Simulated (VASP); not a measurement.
Set up this calculation in VASP 6.6.1, as the native input.

```yaml
Task: single point
Functional: r2SCAN
Potentials_or_basis: VASP PAW PBE potentials, release 64 (Pt)
Cutoff: 520 eV
k_mesh: 22 × 22 × 22
Occupations: gaussian, width 0.15 eV
Spin: no spin polarisation
Dipole_correction: no
Further_INCAR_settings: ALGO = Normal; EDIFF = 1e-07; NBANDS = 11
```

Crystal: Pt.

```xyz
1
Lattice="-1.5842 1.6436 1.6436 1.5842 -1.5248 1.5248 1.5842 1.5248 -1.5248" Properties=species:S:1:pos:R:3 pbc="T T T"
Pt    0.0000    0.0000    0.0000
```

This cell differs from its parent crystal: strain +0.0750 x Voigt [0, 0, 0, 1, 0, 0].

These files were run (other wordings do the same):

POSCAR

```
Pt
1.0
   -1.5842200000      1.6436282500      1.6436282500
    1.5842200000     -1.5248117500      1.5248117500
    1.5842200000      1.5248117500     -1.5248117500
Pt
1
Direct
    0.0000000000      0.0000000000      0.0000000000
```

INCAR.step1

```
SYSTEM = Pt
PREC = Accurate
ENCUT = 520
ISMEAR = 0
SIGMA = 0.15
LREAL = .False.
LASPH = .True.
NELM = 100
NBANDS = 11
GGA = PE
ALGO = Normal
EDIFF = 1E-4
LWAVE = .True.
LCHARG = .False.
```

INCAR.step2

```
SYSTEM = Pt
PREC = Accurate
ENCUT = 520
EDIFF = 1E-7
ISMEAR = 0
SIGMA = 0.15
LREAL = .False.
LASPH = .True.
NELM = 100
ALGO = Normal
ISIF = 2
LWAVE = .False.
LCHARG = .False.
METAGGA = R2SCAN
LMIXTAU = .True.
NBANDS = 11
ISTART = 1
```

KPOINTS

```
Automatic mesh
0
Gamma
  22 22 22
  0 0 0
```

Potentials or basis: VASP PAW PBE potentials, release 64 (Pt).

Command:

```sh
$ cat potpaw_PBE.64/Pt/POTCAR > POTCAR
$ cp INCAR.step1 INCAR
$ mpirun -np 1 vasp_std > vasp.out
$ cp INCAR.step2 INCAR
$ mpirun -np 1 vasp_std > vasp.out
```

It gave:

```yaml
Pressure: -4.0 GPa
Band_gap_on_the_k_mesh: zero (band 5 reaches 11.31 eV, above the bottom of band 6 at 8.63 eV)
```

Caveat: the cell differs from its parent crystal (strain +0.0750 x Voigt [0, 0, 0, 1, 0, 0]); the PAW data sets were made with another functional, which shifts forces and pressure a little; spin-orbit coupling is left out, which moves the levels of the heavy elements.

Run time: 3.8 min on 1 thread of Intel(R) Xeon(R) 6975P-C (Granite Rapids), with other jobs on the host, peak memory 0.36 GiB.
